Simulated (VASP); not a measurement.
Runs of VASP 6.6.1 on SnO. The structure is that of space group P4/nmm (No. 129), or close to it. The cells are those of the table. 

```csv
cell,gap on the mesh (eV),pressure (GPa),largest force (eV/Å)
"a = 3.538, b = 3.538, c = 4.988 Å, 4 atoms",none,14.4,0.97
"a = 3.671, b = 3.671, c = 4.988 Å, 4 atoms",none,(c),0.04
"a = 3.538, b = 3.538, c = 4.632 Å, 4 atoms",none,(a),3.06
"a = 3.671, b = 3.671, c = 4.513 Å, 4 atoms",none,15.7,2.16
"a = 3.671, b = 3.671, c = 4.632 Å, 4 atoms",none,12.3,1.62
"a = 3.538, b = 3.538, c = 4.513 Å, 4 atoms",none,30.6,3.73
"a = 3.538, b = 3.538, c = 4.751 Å, 4 atoms",none,21.6,2.37
"a = 3.671, b = 3.671, c = 4.869 Å, 4 atoms",none,(b),0.52
```

Alike in all rows: task single point; level PBEsol; potentials or basis VASP PAW PBE potentials, release 64 (Sn_d, O); no spin polarisation; k mesh 10 × 10 × 8; cutoff (eV) 520; smearing gaussian 0.15 eV.

Question: Estimate the missing entries.

Answer: (a) 25.9; (b) 6.4; (c) 3.9.

Caveats: the cell stands under pressure; the PAW data sets were made with another functional, which shifts forces and pressure a little; spin-orbit coupling is left out, which moves the levels of the heavy elements; semilocal functionals underestimate gaps, so a narrow gap can read as zero (at least some runs).

A k mesh can miss the band edges, and the runs leave out spin-orbit coupling on Sn.

A gap of «none» marks levels without a gap at the run's occupations.
